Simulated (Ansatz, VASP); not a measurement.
# Two plane-wave programs on Pt

Contents of INCAR:

```
SYSTEM = Pt
PREC     = Accurate       ! precision mode
ENCUT    = 500            ! plane-wave cutoff, eV
EDIFF    = 1E-6           ! SCF threshold, eV
ISMEAR   = -1             ! smearing method
SIGMA    = 0.05           ! smearing width, eV
LREAL    = .FALSE.        ! projectors in reciprocal space
LASPH    = .TRUE.         ! aspherical terms in the spheres
NELM     = 120            ! most SCF steps
ALGO     = Normal         ! electronic algorithm
ISIF     = 2              ! what is computed and relaxed
LWAVE    = .FALSE.        ! write WAVECAR
LCHARG   = .TRUE.         ! write CHGCAR
GGA      = PE             ! functional
LELF     = .TRUE.         ! ELF
LVHAR    = .TRUE.       
NBANDS   = 11             ! bands
GGA_COMPAT= .FALSE.
```

File KPOINTS:

```
Automatic mesh
0
G
  12 12 12
  0 0 0
```

The input POSCAR:

```
Pt
1.0
    0.0000000000      1.9477392008      1.9477392008
    1.9477392008      0.0000000000      1.9477392008
    1.9477392008      1.9477392008      0.0000000000
Pt
1
Direct
    0.0000000000      0.0000000000      0.0000000000
```

Contents of input.yaml:

```yaml
crystal:
  lattice:
    - [0.0, 1.9477392008, 1.9477392008]
    - [1.9477392008, 0.0, 1.9477392008]
    - [1.9477392008, 1.9477392008, 0.0]
  atoms:
    - { symbol: Pt, position: [0.0, 0.0, 0.0] }
hamiltonian:
  xc: pbe
  pseudopotentials: { kind: paw, azcp: { folder: soft_1 } }
kpoints:
  mp_grid: { grid: [12, 12, 12] }
scf:
  occupations: { method: fermi_dirac, width: 0.05 }
output:
  forces: true
  stress: true
  eigenvalues: true
```

Alike in both runs: task single point; functional PBE; k mesh 12 × 12 × 12; occupations fermi-dirac, width 0.05 eV; no spin polarisation.

|  | VASP | Ansatz |
| --- | --- | --- |
| version | VASP 6.6.1 | Ansatz 0.2.0 |
| potentials or method | VASP PAW PBE potentials, release 64 (Pt) | Ansatz PAW soft_1 |
| plane-wave cutoff (eV) | 500 | 420 |
| valence electrons in the cell | 10 | 18 |

|  | VASP | Ansatz | Ansatz less VASP |
| --- | --- | --- | --- |
| gap on the k mesh at the Fermi level (eV) | none | none | - |
| pressure (GPa) | 16.2 | 16.7 | +0.50 |

A gap of «none» marks a metal or a gap that the smearing closes. The functional is the same, so the differences come from potentials, cutoffs and numerics. VASP's potentials hold 10 valence electrons a cell and Ansatz's 18, so a difference there can come from the potentials and not from the codes.

Spin-orbit coupling is off throughout.
